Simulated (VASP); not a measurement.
PbSe, 4 atoms in the cell. It takes space group Cmcm (No. 63, orthorhombic). The conventional cell has a = 4.251 Å, b = 11.877 Å, c = 4.448 Å, α = 90.00°, β = 90.00°, γ = 90.00°. Pb (site symmetry m2m) has 5 Se at 2.84 to 3.08 Å within 3.7 Å. Within 3.7 Å of Se (site symmetry m2m) lie 5 Pb at 2.84 to 3.08 Å. 

```yaml
Program: VASP 6.6.1
Task: single point
Functional: PBE
Dispersion: D3(BJ)
Potentials_or_basis: VASP PAW PBE potentials, release 64 (Pb_d, Se)
Cutoff: 520 eV
k_mesh: 8 × 8 × 6
Occupations: gaussian, width 0.02 eV
Spin: no spin polarisation
Dipole_correction: no
Further_INCAR_settings: ALGO = Normal; EDIFF = 1e-06; NBANDS = 28
```

Potentials or basis: VASP PAW PBE potentials, release 64 (Pb_d, Se).

Launch:

```bash
$ cat potpaw_PBE.64/Pb_d/POTCAR potpaw_PBE.64/Se/POTCAR > POTCAR
$ mpirun -np 1 vasp_std > vasp.out
```

Hardware: 1 thread of AMD EPYC 7R13, on a shared host.

Task: How long does it take, and how much memory?

Result: It took 14 min on 1 thread of AMD EPYC 7R13, with other jobs on the host, peak memory 0.4 GiB. Counts: scf iterations 12, k points 84.
